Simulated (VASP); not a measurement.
Write the native input for VASP 6.6.1 that does the following.

```
Task                   : single point
Functional             : LDA
Potentials or basis    : VASP PAW LDA potentials, release 64 (Zr_sv, Ag)
Cutoff                 : 520 eV
k mesh                 : 8 × 8 × 9
Occupations            : fermi-dirac, width 0.05 eV
Spin                   : no spin polarisation
Dipole correction      : no
Further INCAR settings : ALGO = Normal; EDIFF = 1e-07; NBANDS = 32
```

The structure of Zr3Ag lies in POSCAR:

```
Zr3Ag
1.0
    4.2912065573      0.0000000000      0.0000000000
    0.0000000000      4.2912065573      0.0000000000
    0.0000000000      0.0000000000      4.3131323219
Zr Ag
3 1
Direct
    0.5000000000      0.5000000000      0.0000000000
    0.0000000000      0.5000000000      0.5000000000
    0.5000000000      0.0000000000      0.5000000000
    0.0000000000      0.0000000000      0.0000000000
```

One way to write it, as run:

INCAR

```
PREC = Accurate
ENCUT = 520
EDIFF = 1E-7
ISMEAR = -1
SIGMA = 0.05
LREAL = F
LASPH = T
NELM = 80
ALGO = Normal
ISIF = 2
LWAVE = F
LCHARG = F
NBANDS = 32
```

KPOINTS

```
regular mesh
0
Gamma
  8 8 9
```

Potentials or basis: VASP PAW LDA potentials, release 64 (Zr_sv, Ag).

Launch:

```sh
$ cat potpaw_LDA.64/Zr_sv/POTCAR potpaw_LDA.64/Ag/POTCAR > POTCAR
$ mpirun -np 1 vasp_std > vasp.out
```

Results of the run:

* Pressure: 0.2 GPa

Run time: 110 s on 1 thread of Intel Xeon 6975P-C, on a shared host, peak memory 0.27 GiB.
